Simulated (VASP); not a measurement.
Set up this calculation in VASP 6.6.1, as the native input.

```yaml
Task: relaxation of cell and atoms
Functional: PBE
Potentials_or_basis: VASP PAW PBE potentials, release 64 (Sr_sv)
Cutoff: 500 eV
k_mesh: 13 × 13 × 13
Occupations: fermi-dirac, width 0.1 eV
Spin: no spin polarisation
Dipole_correction: no
Further_INCAR_settings: ALGO = Normal; EDIFF = 1e-07; IBRION = 2; EDIFFG = -0.02; NSW = 50; ISIF = 3
```

The structure of Sr lies in POSCAR:

```
Sr
1.0
    0.0000000000      3.0423500000      3.0423500000
    3.0423500000      0.0000000000      3.0423500000
    3.0423500000      3.0423500000      0.0000000000
Sr
1
Direct
    0.0000000000      0.0000000000      0.0000000000
```

The input as run:

INCAR

```
PREC = Accurate ; ENCUT = 500
EDIFF = 1E-7 ; ISMEAR = -1
SIGMA = 0.1 ; LREAL = F
LASPH = T ; NELM = 120
ALGO = Normal ; ISIF = 3
LWAVE = F ; LCHARG = F
GGA = PE ; IBRION = 2
NSW = 50 ; EDIFFG = -0.02
GGA_COMPAT = F ; NELMIN = 4
```

KPOINTS

```
regular mesh
0
Gamma
  13 13 13
```

Potentials or basis: VASP PAW PBE potentials, release 64 (Sr_sv).

The run is started by

```console
$ cat potpaw_PBE.64/Sr_sv/POTCAR > POTCAR
$ mpirun -np 1 vasp_std > vasp.out
```

It gave:

```json
{"Relaxed volume": "55.08 Å³/atom", "Relaxed cell": "a = 4.271 Å, b = 4.271 Å, c = 4.271 Å, α = 60.00°, β = 60.00°, γ = 60.00°", "Space group after relaxing (to 0.1 Å)": "Fm-3m (No. 225)", "Energy gained by relaxing": "1.0 meV/atom", "Ionic steps": "3", "Pressure after relaxing": "0.0 GPa"}
```

Wall time 120 s on 1 thread of AMD EPYC 7R43 64-Core Processor (Zen 3), on a shared host, peak memory 0.17 GiB.
